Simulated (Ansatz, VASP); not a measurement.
## C: VASP beside Ansatz

INCAR

```
SYSTEM = C
ALGO = Normal
EDIFF = 1E-8
ENCUT = 520
GGA = PS
ISIF = 2
ISMEAR = -1
LASPH = .TRUE.
LCHARG = .FALSE.
LEFG = .TRUE.
LREAL = .FALSE.
LWAVE = .FALSE.
NBANDS = 11
NELM = 80
PREC = Accurate
SIGMA = 0.05
```

KPOINTS

```
k-points
0
G
  18 18 18
  0 0 0
```

The input POSCAR:

```
C
1.0
    0.0000000000      2.0631900000      3.3480000000
    1.1911600000      0.0000000000      3.3480000000
    1.1911600000      2.0631900000      0.0000000000
C
2
Direct
    0.1666700000      0.8333300000      0.1666700000
    0.8333300000      0.1666700000      0.8333300000
```

Input for Ansatz:

```yaml
crystal:
  lattice:
    - [0.0, 2.06319, 3.348]
    - [1.19116, 0.0, 3.348]
    - [1.19116, 2.06319, 0.0]
  atoms:
    - { symbol: C, position: [0.16667, 0.83333, 0.16667] }
    - { symbol: C, position: [0.83333, 0.16667, 0.83333] }
kpoints:
  mp_grid: { grid: [18, 18, 18] }
scf:
  occupations: { method: fermi_dirac, width: 0.05 }
hamiltonian:
  xc: pbesol
  pseudopotentials: { kind: all_electron, datasets: crystal }
output:
  forces: true
  stress: true
  eigenvalues: true
  efg: { contact_densities: true }
```

Change from the starting cell: equal xx and yy strain of -3 %, crystal datasets.

Alike in both runs: task electric field gradients; functional PBEsol; k mesh 18 × 18 × 18; occupations fermi-dirac, width 0.05 eV; no spin polarisation.

```csv
,VASP,Ansatz
version,VASP 6.6.1,Ansatz 0.2.0
potentials or method,"VASP PAW PBE potentials, release 64 (C), cutoff 520 eV","all-electron PAW with datasets made for the crystal, scalar-relativistic"
```

Ansatz gave:

- pressure (GPa): 30.9
- traceless stress, the component that is largest in VASP (GPa): -29.19
- size of Vzz on the site where it differs most (V/Å²): 31.1

Which values does VASP return?

Pressure (GPa): 31.7; traceless stress, the component that is largest in VASP (GPa): -30.12; size of Vzz on the site where it differs most (V/Å²): 37.0.

VASP's potentials were made for PBE, not for PBEsol. Both programs put the cell under a high pressure, so it lies far from rest at this level. Ansatz ran all-electron here, and VASP with PAW potentials.
